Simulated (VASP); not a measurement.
Crystal: KCl (Sylvite).

```
K Cl
1.0
     0.00000    3.14485    3.14485
     3.14485    0.00000    3.14485
     3.14485    3.14485    0.00000
K Cl
1 1
Direct
  0.00000 0.00000 0.00000
  0.50000 0.50000 0.50000
```

Base run:

```yaml
Program: VASP 6.6.1
Functional: PBE
Potentials_or_basis: VASP PAW PBE potentials, release 64 (K_sv, Cl)
Cutoff: 520 eV
k_mesh: 6 × 6 × 6
Occupations: gaussian, width 0.01 eV
Spin: no spin polarisation
```

Its results: band gap on the k mesh 5.19 eV, direct; pressure 0.8 GPa.

**Question.** The run is repeated on the same cell with these changes: functional from PBE to LDA; potentials or basis from VASP PAW PBE potentials, release 64 (K_sv, Cl) to VASP PAW LDA potentials, release 64 (K_sv, Cl); cutoff from 520 eV to 500 eV. What comes out?

**Answer.** Band gap on the k mesh 4.75 eV, direct; pressure -1.9 GPa.

